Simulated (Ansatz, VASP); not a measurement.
**One calculation of CuO, two programs**

Contents of INCAR:

```
PREC     = Accurate       # precision mode
ENCUT    = 520            # plane-wave cutoff, eV
EDIFF    = 1E-7           # SCF threshold, eV
ISMEAR   = -1             # smearing method
SIGMA    = 0.04           # smearing width, eV
LREAL    = False          # projectors in reciprocal space
LASPH    = True           # aspherical terms in the spheres
NELM     = 60             # most SCF steps
ALGO     = Normal         # electronic algorithm
ISIF     = 2              # what is computed and relaxed
LWAVE    = False          # write WAVECAR
LCHARG   = False          # write CHGCAR
GGA      = PE             # functional
NBANDS   = 25             # bands
```

The input KPOINTS:

```
Automatic mesh
0
Gamma
  5 5 3
```

File POSCAR:

```
CuO
1.0
    1.9909680000     -2.1535500000      0.0000000000
    1.9909680000      2.1535500000      0.0000000000
    0.0000000000      0.0000000000      5.1559280000
Cu O
2 2
Direct
    0.5000000000      0.0000000000      0.0000000000
    0.0000000000      0.5000000000      0.5000000000
    0.5000000000      0.5000000000      0.2500000000
    0.5000000000      0.5000000000      0.7500000000
```

input.yaml

```yaml
crystal:
  lattice:
    - [1.990968, -2.15355, 0.0]
    - [1.990968, 2.15355, 0.0]
    - [0.0, 0.0, 5.155928]
  atoms:
    - { symbol: Cu, position: [0.5, 0.0, 0.0] }
    - { symbol: Cu, position: [0.0, 0.5, 0.5] }
    - { symbol: O, position: [0.5, 0.5, 0.25] }
    - { symbol: O, position: [0.5, 0.5, 0.75] }
kpoints:
  mp_grid: { grid: [5, 5, 3] }
scf:
  occupations: { method: fermi_dirac, width: 0.04 }
hamiltonian:
  xc: pbe
  pseudopotentials: { kind: all_electron, lapw: { basis_error: 0.002 } }
output:
  forces: true
  stress: true
  eigenvalues: true
```

Alike in both runs: task single point; functional PBE; k mesh 5 × 5 × 3; occupations fermi-dirac, width 0.04 eV; no spin polarisation.

|  | VASP | Ansatz |
| --- | --- | --- |
| version | VASP 6.6.1 | Ansatz 0.2.0 |
| potentials or method | VASP PAW PBE potentials, release 64 (Cu, O), cutoff 520 eV | all-electron LAPW, scalar-relativistic |

|  | VASP | Ansatz | Ansatz less VASP |
| --- | --- | --- | --- |
| gap on the k mesh at the Fermi level (eV) | none | none | - |
| pressure (GPa) | 1.9 | 1.2 | -0.68 |
| traceless stress, the component that is largest in VASP (GPa) | -0.81 | -0.76 | +0.046 |

A gap of «none» marks a metal or a gap that the smearing closes. Ansatz ran all-electron here, and VASP with PAW potentials.

The k mesh is coarse, so the values compare programs but aren't converged. Noted on Ansatz's run: the k mesh is thin for a metal, which can move the energy by tens of meV per atom.
